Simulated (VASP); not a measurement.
# Te2Mo (Cm) in VASP: further runs, part 2 of 2

VASP 6.6.1. Earlier steps stand in the parts before.

### 3 Single point, PBE+D3(BJ) (mode 5 frozen in at -0.052 Å, strain +e along z and -e/2 along x and y -0.0467)

INCAR reads:

```
SYSTEM = Te2Mo
  PREC = Accurate
  ENCUT = 520
  EDIFF = 1E-7
  ISMEAR = 0
  SIGMA = 0.05
  LREAL = .FALSE.
  LASPH = .TRUE.
  NELM = 60
  ALGO = Normal
  ISIF = 2
  LWAVE = .FALSE.
  LCHARG = .FALSE.
  GGA = PE
  IVDW = 12
  NBANDS = 20
```

KPOINTS reads:

```
Automatic mesh
0
G
  9 9 4
  0 0 0
```

POSCAR reads:

```
Te2Mo
1.0
    3.5767703199      0.0000000000      0.0000000000
   -1.7883851600      3.0975739605      0.0000000000
    0.0000000000      0.0000000000      7.2684879631
Te Mo
2 1
Direct
    0.3247932314      0.6495864627      0.7614144829
    0.3418734353      0.6837468706      0.2385855171
    0.0000000000      0.0000000000      0.0000000000
```

Potentials or basis: VASP PAW PBE potentials, release 64 (Te, Mo_sv).

Command:

```sh
cat potpaw_PBE.64/Te/POTCAR potpaw_PBE.64/Mo_sv/POTCAR > POTCAR
mpirun -np 1 vasp_std > vasp.out
```

OUTCAR:

```text
SYSTEM = Te2Mo
   PREC = Accurate
   ENCUT = 520
   EDIFF = 1E-7
   ISMEAR = 0
   LREAL = .FALSE.
   LASPH = .TRUE.
   NELM = 60
   ISIF = 2
   GGA = PE
   IVDW = 12
 IVDW          = 12

 ion  position               nearest neighbor table
   1  0.325  0.650  0.761-   3 2.66   3 2.72   3 2.72   2 3.47
   2  0.342  0.684  0.239-   3 2.68   3 2.68   3 2.74   1 3.47
   3  0.000  0.000  0.000-   1 2.66   2 2.68   2 2.68   1 2.72   1 2.72   2 2.74

  LATTYP: Found a hexagonal cell.
 ALAT       =     3.5767703199
 C/A-ratio  =     2.0321371833

  Lattice vectors:

 A1 = (   3.5767703199,   0.0000000000,   0.0000000000)
 A2 = (  -1.7883851600,   3.0975739605,   0.0000000000)
 A3 = (   0.0000000000,   0.0000000000,   7.2684879631)

Analysis of symmetry for initial positions (statically):
=====================================================================
 Subroutine PRICEL returns:
 Original cell was already a primitive cell.

 Routine SETGRP: Setting up the symmetry group for a
 hexagonal supercell.

 Subroutine GETGRP returns: Found  2 space group operations
 (whereof  2 operations were pure point group operations)
 out of a pool of 24 trial point group operations.

The static configuration has the point symmetry C_1h.

Analysis of symmetry for dynamics (positions and initial velocities):
=====================================================================
 Subroutine PRICEL returns:
 Original cell was already a primitive cell.

 Routine SETGRP: Setting up the symmetry group for a
 hexagonal supercell.

 Subroutine GETGRP returns: Found  2 space group operations
 (whereof  2 operations were pure point group operations)
 out of a pool of 24 trial point group operations.

The dynamic configuration has the point symmetry C_1h.

 Subroutine INISYM returns: Found  2 space group operations
 (whereof  2 operations are pure point group operations),
 and found     1 'primitive' translations

----------------------------------------------------------------------------------------

                                     Primitive cell

  volume of cell :      80.5298

  direct lattice vectors                    reciprocal lattice vectors
     3.576770320  0.000000000  0.000000000     0.279581832  0.161416646  0.000000000
    -1.788385160  3.097573961  0.000000000     0.000000000  0.322833292  0.000000000
     0.000000000  0.000000000  7.268487963     0.000000000  0.000000000  0.137580196

  length of vectors
     3.576770320  3.576770320  7.268487963     0.322833292  0.322833292  0.137580196

  position of ions in fractional coordinates (direct lattice)
     0.324793231  0.649586463  0.761414483
     0.341873435  0.683746871  0.238585517
     0.000000000  0.000000000  0.000000000

  ion indices of the primitive-cell ions
   primitive index   ion index
                 1           1
                 2           2
                 3           3

----------------------------------------------------------------------------------------

 KPOINTS: Automatic mesh

Automatic generation of k-mesh.
 Grid dimensions read from file:
 generate k-points for:    9    9    4

 Generating k-lattice:

  Cartesian coordinates                     Fractional coordinates (reciprocal lattice)
     0.031064648  0.017935183  0.000000000     0.111111111  0.000000000  0.000000000
     0.000000000  0.035870366  0.000000000     0.000000000  0.111111111  0.000000000
     0.000000000  0.000000000  0.034395049     0.000000000  0.000000000  0.250000000

  Length of vectors
     0.035870366  0.035870366  0.034395049

  Shift w.r.t. Gamma in fractional coordinates (k-lattice)
     0.000000000  0.000000000  0.000000000

 Subroutine IBZKPT returns following result:
 ===========================================

 Found     95 irreducible k-points:

 Following reciprocal coordinates:
            Coordinates               Weight
  0.000000  0.000000  0.000000      1.000000
  0.111111  0.000000  0.000000      4.000000
  0.000000  0.111111  0.000000      2.000000
  0.222222  0.000000  0.000000      4.000000
  0.000000  0.222222  0.000000      2.000000
  0.333333  0.000000  0.000000      4.000000
[... 16 lines left out ...]
 -0.222222 -0.444444  0.000000      4.000000
  0.444444  0.333333  0.000000      4.000000
 [... further k-points ...]
   k-points           NKPTS =     95   k-points in BZ     NKDIM =     95   number of bands    NBANDS=     20
   number of dos      NEDOS =    301   number of ions     NIONS =      3
   total plane-waves  NPLWV =  42336
   dimension x,y,z NGX =    28 NGY =   28 NGZ =   54
   dimension x,y,z NGXF=    56 NGYF=   56 NGZF=  108
   ions per type =               2   1
   NGX,Y,Z   is equivalent  to a cutoff of  13.01, 13.01, 12.35 a.u.
   NGXF,Y,Z  is equivalent  to a cutoff of  26.03, 26.03, 24.70 a.u.
 SYSTEM =  Te2Mo
   PREC   = accura    normal or accurate (medium, high low for compatibility)
   ISTART =      0    job   : 0-new  1-cont  2-samecut
   ICHARG =      2    charge: 1-file 2-atom 10-const
   ISPIN  =      1    spin polarized calculation?
   LNONCOLLINEAR =      F non collinear calculations
   LSORBIT =      F    spin-orbit coupling
   LASPH  =      T    aspherical Exc in radial PAW
   ENCUT  =  520.0 eV  38.22 Ry    6.18 a.u.   6.65  6.65 13.51*2*pi/ulx,y,z
   NELM   =     60;   NELMIN=  2; NELMDL= -5     # of ELM steps
   EDIFF  = 0.1E-06   stopping-criterion for ELM
   LREAL  =      F    real-space projection
   EDIFFG = 0.1E-05   stopping-criterion for IOM
   NSW    =      0    number of steps for IOM
   IBRION =     -1    ionic relax: 0-MD 1-quasi-New 2-CG
   NFREE  =      0    steps in history (QN), initial steepest desc. (CG)
   ISIF   =      2    stress and relaxation
   ISYM   =      2    0-nonsym 1-usesym 2-fastsym
   POTIM  = 0.5000    time-step for ionic-motion
   TEBEG  =    0.0;   TEEND  =   0.0 temperature during run
   PSTRESS=    0.0 pullay stress
   NELECT =      26.0000    total number of electrons
   NUPDOWN=      -1.0000    fix difference up-down
   EMIN   =  10.00;   EMAX   =-10.00  energy-range for DOS
   EFERMI =   0.00;   METHOD = LEGACY
   ISMEAR =     0;   SIGMA  =   0.05  broadening in eV -4-tet -1-fermi 0-gaus
   EFERMI_NEDOS =   21; number of points for ismear=-14 and -15
   IALGO  =     38    algorithm
   IMIX   =      4    mixing-type and parameters
     AMIX     =   0.40;   BMIX     =  1.00
     AMIX_MAG =   1.60;   BMIX_MAG =  1.00
  volume/ion in A,a.u.               =      26.84       181.15
  Fermi-wavevector in a.u.,A,eV,Ry     =   1.123088  2.122328 17.161382  1.261326
  Thomas-Fermi vector in A             =   2.259752
   LORBIT       =      0    0 simple, 1 ext, 2 COOP (PROOUT), +10 PAW based schemes
   GGA     = PE    functional components
   LHFCALC =     F    Hartree Fock is set to
   AEXX    =    0.0000 exact exchange contribution
   IVDW    =    12    specifies the selected vdW correction
   LEPSILON=     F    determine dielectric tensor
   LRPA    =     F    only Hartree local field effects (RPA)
 non-spin polarized calculation
 Gauss-broadening in eV      SIGMA  =   0.05
  energy-cutoff  :      520.00
  volume of cell :       80.53
 maximum number of plane-waves:      2200
   NGX = 13   NGY = 13   NGZ = 27

 number of electron      26.0000001 magnetization

 Free energy of the ion-electron system (eV)
  ---------------------------------------------------
  ext. energy  EPLUGINS =         0.00000000
  ---------------------------------------------------
  free energy    TOTEN  =       -17.84335153 eV

  energy without entropy =      -17.84335153  energy(sigma->0) =      -17.84335153

 E-fermi :   7.6911     XC(G=0):  -9.9218

 val. band max:        7.3742810192   @ k =   0.0000   0.0000   0.5000
 cond. band min:       7.9679397448   @ k =   0.3333   0.3333   0.0000
 fundamental gap:      0.5936587256
 Fermi energy:         7.6910690221

 k-point     1 :       0.0000    0.0000    0.0000
  band No.  band energies     occupation
      1     -53.5541      2.00000
      2     -27.7006      2.00000
      3     -27.6337      2.00000
      4     -27.6333      2.00000
      5      -5.6256      2.00000
      6      -4.2791      2.00000
[... 12 lines left out ...]
     19      13.8336      0.00000
[... 513 lines left out ...]
      4     -27.6709      2.00000
      5      -3.6362      2.00000
      6      -3.0480      2.00000
[... 12 lines left out ...]
     19      12.7745      0.00000
     20      14.9503      0.00000

 [... further k-points ...]

------------------------ aborting loop because EDIFF is reached ----------------------------------------

 Edisp (eV)   -1.49755

 E8    (eV) :    -0.6910

  FORCE on cell =-STRESS in cart. coord.  units (eV):
  Direction    XX          YY          ZZ          XY          YZ          ZX
  --------------------------------------------------------------------------------------
  -------------------------------------------------------------------------------------
  Total      -0.50567    -0.50514     3.39471     0.00000    -1.36025     0.00000
  in kB     -10.06055   -10.05008    67.53929     0.00000   -27.06270     0.00000
  external pressure =       15.81 kB  Pullay stress =        0.00 kB

 VOLUME and BASIS-vectors are now :
 -----------------------------------------------------------------------------
  energy-cutoff  :      520.00
  volume of cell :       80.53
      direct lattice vectors                 reciprocal lattice vectors
     3.576770320  0.000000000  0.000000000     0.279581832  0.161416646  0.000000000
    -1.788385160  3.097573961  0.000000000     0.000000000  0.322833292  0.000000000
     0.000000000  0.000000000  7.268487963     0.000000000  0.000000000  0.137580196

 POSITION                                       TOTAL-FORCE (eV/Angst)
 -----------------------------------------------------------------------------------
      0.00000      2.01214      5.53433        -0.000000      0.380376     -0.731812
     -0.00000      2.11796      1.73416         0.000000     -0.346779      0.729954
      0.00000      0.00000      0.00000         0.000000     -0.033597      0.001858
 -----------------------------------------------------------------------------------
    total drift:                                0.000000     -0.000009      0.000009

  FREE ENERGIE OF THE ION-ELECTRON SYSTEM (eV)
  ---------------------------------------------------
  free  energy   TOTEN  =       -19.3409011976 eV

  energy  without entropy=      -19.3409011976  energy(sigma->0) =      -19.34090120
```

Wall time 1.8 min (1 thread of Intel Xeon Platinum 8375C at 2.90GHz (Ice Lake), shared host); peak memory 0.3 GiB.

What came out:

| Quantity | Value |
| --- | --- |
| Free energy | -19.3409 eV |
| Pressure | 1.6 GPa |
| Largest force | 0.825 eV/Å |
| Band gap on the k mesh | 0.59 eV, indirect (least direct gap 0.90 eV) |
| Dispersion energy per atom | -0.499 eV |

Forces on the atoms (eV/Å):
```
Te   0.000  0.380 -0.732
Te   0.000 -0.347  0.730
Mo   0.000 -0.034  0.002
```

Stress tensor (GPa, compression positive):
```
-1.01  0.00  0.00
 0.00 -1.01 -2.71
 0.00 -2.71  6.75
```

Caveat: the cell differs from its parent crystal (mode 5 frozen in at -0.052 Å, strain +e along z and -e/2 along x and y -0.0467); spin-orbit coupling is left out, which moves the levels of the heavy elements.
